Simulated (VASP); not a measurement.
Write the native input for VASP 6.6.1 that does the following.

| Property | Result |
| --- | --- |
| Task | single point |
| Functional | PBEsol |
| Potentials or basis | VASP PAW PBE potentials, release 64 (Ti_sv, Al) |
| Cutoff | 500 eV |
| k mesh | 18 × 18 × 6 |
| Occupations | gaussian, width 0.15 eV |
| Spin | no spin polarisation |
| Dipole correction | no |
| Further INCAR settings | ALGO = Normal; EDIFF = 1e-06; NBANDS = 44 |

The structure of TiAl3 lies in POSCAR:

```
TiAl3
1.0
    0.0000000000     -3.9483448101      0.0000000000
    0.0000000000      0.0000000000     -3.9483448101
   12.3450344303      0.0000000000      0.0000000000
Ti Al
3 9
Direct
    0.0000000000      1.0000000000      0.2398584797
    0.0000000000      1.0000000000      0.5596911081
    0.0000000000      1.0000000000      0.8795237366
    0.5000000000      0.0000000000      0.0799421655
    0.5000000000      0.0000000000      0.3997747939
    0.5000000000      0.0000000000      0.7196074224
    0.0000000000      0.5000000000      0.0799421655
    0.0000000000      0.5000000000      0.3997747939
    0.0000000000      0.5000000000      0.7196074224
    0.5000000000      0.5000000000      0.8795237366
    0.5000000000      0.5000000000      0.2398584797
    0.5000000000      0.5000000000      0.5596911081
```

One way to write it, as run:

INCAR

```
PREC = Accurate
ENCUT = 500
EDIFF = 1E-6
ISMEAR = 0
SIGMA = 0.15
LREAL = False
LASPH = True
NELM = 120
ALGO = Normal
ISIF = 2
LWAVE = False
LCHARG = False
GGA = PS
NBANDS = 44
GGA_COMPAT = False
KPAR = 4
```

KPOINTS

```
regular mesh
0
Gamma
  18 18 6
```

Potentials or basis: VASP PAW PBE potentials, release 64 (Ti_sv, Al).

The run is started by

```bash
$ cat potpaw_PBE.64/Ti_sv/POTCAR potpaw_PBE.64/Al/POTCAR > POTCAR
$ mpirun -np 4 vasp_std > vasp.out
```

Results of the run:

```json
{
  "Pressure": "-2.6 GPa",
  "Largest force": "1.023 eV/Å",
  "Band gap on the k mesh": "zero (an odd number of electrons rules out a gap without spin polarisation)"
}
```

Caveat: the PAW data sets were made with another functional, which shifts forces and pressure a little.

Wall time 5.9 min on 4 MPI ranks on Intel(R) Xeon(R) 6975P-C (Granite Rapids), with other jobs on the host, peak memory 1.2 GiB a rank.
